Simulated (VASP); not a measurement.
Set up this calculation in VASP 6.6.1, as the native input.

```yaml
Task: single point
Functional: PBEsol
Potentials_or_basis: VASP PAW PBE potentials, release 64 (Y_sv, Sb)
Cutoff: 520 eV
k_mesh: 5 × 5 × 1
Occupations: fermi-dirac, width 0.1 eV
Spin: no spin polarisation
Dipole_correction: yes
Further_INCAR_settings: ALGO = Normal; EDIFF = 1e-07; NBANDS = 24
```

The structure of YSb lies in POSCAR:

```
YSb
1.0
    4.3769909755      0.0000000000      0.0000000000
    2.1884954878      3.7905853770      0.0000000000
    0.0000000000      0.0000000000     21.3606972494
Y Sb
2 2
Direct
    0.6666666667      0.6666666667      0.4581732033
    0.0000000000      0.0000000000      0.6254803901
    0.0000000000      0.0000000000      0.3745196099
    0.3333333333      0.3333333333      0.5418267967
```

The input as run:

INCAR

```
PREC = Accurate ; ENCUT = 520
EDIFF = 1E-7 ; ISMEAR = -1
SIGMA = 0.1 ; LREAL = F
LASPH = T ; NELM = 100
ALGO = Normal ; ISIF = 2
LWAVE = F ; LCHARG = F
LDIPOL = T ; IDIPOL = 3
DIPOL = 0.5 0.5 0.500 ; GGA = PS
NBANDS = 24
```

KPOINTS

```
regular mesh
0
Gamma
  5 5 1
```

Potentials or basis: VASP PAW PBE potentials, release 64 (Y_sv, Sb).

Launch:

```bash
$ cat potpaw_PBE.64/Y_sv/POTCAR potpaw_PBE.64/Sb/POTCAR > POTCAR
$ mpirun -np 1 vasp_std > vasp.out
```

It gave:

```json
{
  "Largest force": "0.800 eV/Å",
  "Band gap on the k mesh": "zero (band 16 reaches -0.80 eV, above the bottom of band 17 at -1.22 eV)"
}
```

Caveat: the PAW data sets were made with another functional, which shifts forces and pressure a little; spin-orbit coupling is left out, which moves the levels of the heavy elements.

Run time: 3.7 min on 1 thread of Intel(R) Xeon(R) Platinum 8259CL CPU @ 2.50GHz (Skylake/Cascade Lake), on a shared host, peak memory 0.5 GiB.
